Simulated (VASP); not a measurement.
Set up this calculation in VASP 6.6.1, as the native input.

- Task: single point
- Functional: PBE
- Potentials or basis: VASP PAW PBE potentials, release 64 (Mg, S)
- Cutoff: 520 eV
- k mesh: 4 × 4 × 4
- Occupations: gaussian, width 0.01 eV
- Spin: no spin polarisation
- Dipole correction: no
- Further INCAR settings: ALGO = Normal; EDIFF = 1e-06; NBANDS = 11

The structure of MgS lies in POSCAR:

```
MgS
1.0
    0.0000000000      2.8025680728      2.8025680728
    2.8025680728      0.0000000000      2.8025680728
    2.8025680728      2.8025680728      0.0000000000
Mg S
1 1
Direct
    0.0000000000      0.0000000000      0.0000000000
    0.2500000000      0.2500000000      0.2500000000
```

This cell differs from its parent crystal: strain -1.0%.

One way to write it, as run:

INCAR

```
SYSTEM = MgS
PREC = Accurate
ENCUT = 520
EDIFF = 1E-6
ISMEAR = 0
SIGMA = 0.01
LREAL = .FALSE.
LASPH = .TRUE.
NELM = 80
ALGO = Normal
ISIF = 2
LWAVE = .FALSE.
LCHARG = .TRUE.
GGA = PE
LELF = .TRUE.
LVHAR = .TRUE.
NBANDS = 11
```

KPOINTS

```
Automatic mesh
0
G
  4 4 4
  0 0 0
```

Potentials or basis: VASP PAW PBE potentials, release 64 (Mg, S).

Command:

```console
$ cat potpaw_PBE.64/Mg/POTCAR potpaw_PBE.64/S/POTCAR > POTCAR
$ mpirun -np 1 vasp_std > vasp.out
```

It gave:

```yaml
Pressure: 2.9 GPa
Band_gap_on_the_k_mesh: 3.61 eV, direct
```

Caveat: the k points lie up to 0.49 Å⁻¹ apart; the cell differs from its parent crystal (strain -1.0%).

Wall time 9.4 s on 1 thread of Intel(R) Xeon(R) Platinum 8488C (Sapphire Rapids), on a shared host, peak memory 0.16 GiB.
